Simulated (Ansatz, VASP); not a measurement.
Given: the input of a run of Ansatz 0.2.0 on Cr.

File input.yaml:

```yaml
crystal:
  lattice:
    - [2.714, 0.0, 0.0]
    - [-1.357, 2.3503929459, 0.0]
    - [0.0, 0.0, 4.41]
  atoms:
    - { symbol: Cr, position: [0.6666666667, 0.3333333333, 0.75], spin: 4.5 }
    - { symbol: Cr, position: [0.3333333333, 0.6666666667, 0.25], spin: 4.5 }
hamiltonian:
  xc: pbe
  pseudopotentials: { kind: paw }
magnetization:
  spin_polarized: true
  initial_magnetization: 9.0
  spin_locking: { lock_magnetization: hard }
kpoints:
  mp_grid: { grid: [9, 9, 5] }
scf:
  occupations: { method: fermi_dirac, width: 0.05 }
  lower_state_search: "off"
output:
  forces: true
  stress: true
  eigenvalues: true
```

Potentials or basis: Ansatz PAW.

Command:

```bash
$ ansatz run input.yaml --threads 2 --pin off --max-ram 5632MiB --backend cpu --events-out ev --progress --plain --runs-dir out
```

Problem. Translate it to VASP 6.6.1. Potentials there: VASP PAW PBE potentials, release 64 (Cr_pv).

Solution. As run (the cutoff follows the program's own potentials):

File INCAR:

```
SYSTEM = Cr
PREC     = Accurate       ! precision mode
ENCUT    = 520            ! plane-wave cutoff, eV
EDIFF    = 1E-6           ! SCF threshold, eV
ISMEAR   = -1             ! smearing method
SIGMA    = 0.05           ! smearing width, eV
LREAL    = .False.        ! projectors in reciprocal space
LASPH    = .True.         ! aspherical terms in the spheres
NELM     = 150            ! most SCF steps
ALGO     = Normal         ! electronic algorithm
ISIF     = 2              ! what is computed and relaxed
LWAVE    = .False.        ! write WAVECAR
LCHARG   = .False.        ! write CHGCAR
ISPIN    = 2              ! spin polarisation
MAGMOM   = 4.5 4.5        ! initial moments
LORBIT   = 11             ! projections on sites
NUPDOWN  = 9.0            ! fixed moment
LMAXMIX  = 4              ! l up to which the mixer works
GGA      = PE             ! functional
NBANDS   = 23             ! bands
```

File KPOINTS:

```
Automatic mesh
0
Gamma
  9 9 5
  0 0 0
```

POSCAR

```
Cr
1.0
    2.7140000000      0.0000000000      0.0000000000
   -1.3570000000      2.3503929459      0.0000000000
    0.0000000000      0.0000000000      4.4100000000
Cr
2
Direct
    0.6666666667      0.3333333333      0.7500000000
    0.3333333333      0.6666666667      0.2500000000
```

Potentials or basis: VASP PAW PBE potentials, release 64 (Cr_pv).

The run is started by

```console
$ cat potpaw_PBE.64/Cr_pv/POTCAR > POTCAR
$ mpirun -np 1 vasp_std > vasp.out
```

Both were run:

|  | VASP | Ansatz | Ansatz less VASP |
| --- | --- | --- | --- |
| net moment per atom (μB) | 4.50 | 4.50 | 0.000 |
| size of the moment on the site where the two differ most (μB) | 4.00 | 3.92 | -0.080 |

Site moments also hang on the region over which each program counts them. With one functional, cell and mesh, what is left measures potentials, basis and numerics. VASP's potentials hold 24 valence electrons a cell and Ansatz's 28, so a difference there can come from the potentials and not from the codes.
